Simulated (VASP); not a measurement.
Here is a VASP 6.6.1 calculation.

INCAR

```
SYSTEM = Si
  PREC = Accurate
  ENCUT = 520
  EDIFF = 1E-6
  ISMEAR = -1
  SIGMA = 0.05
  LREAL = .FALSE.
  LASPH = .TRUE.
  NELM = 100
  ALGO = Normal
  ISIF = 2
  LWAVE = .FALSE.
  LCHARG = .FALSE.
  GGA = PE
  NBANDS = 8
```

The input KPOINTS:

```
Automatic mesh
0
G
  17 17 17
  0 0 0
```

The input POSCAR:

```
Si
1.0
   -1.5411780048      1.5411780048      1.5411780048
    1.5411780048     -1.5411780048      1.5411780048
    1.5411780048      1.5411780048     -1.5411780048
Si
1
Direct
    0.0000000000      0.0000000000      0.0000000000
```

Potentials or basis: VASP PAW PBE potentials, release 64 (Si).

Launch:

```bash
$ cat potpaw_PBE.64/Si/POTCAR > POTCAR
$ mpirun -np 1 vasp_std > vasp.out
```

Question: Estimate the band gap on the k mesh.

Answer: Zero (band 2 reaches 21.27 eV, above the bottom of band 3 at 5.87 eV).

Question: Estimate the pressure.

Answer: 0.0 GPa.
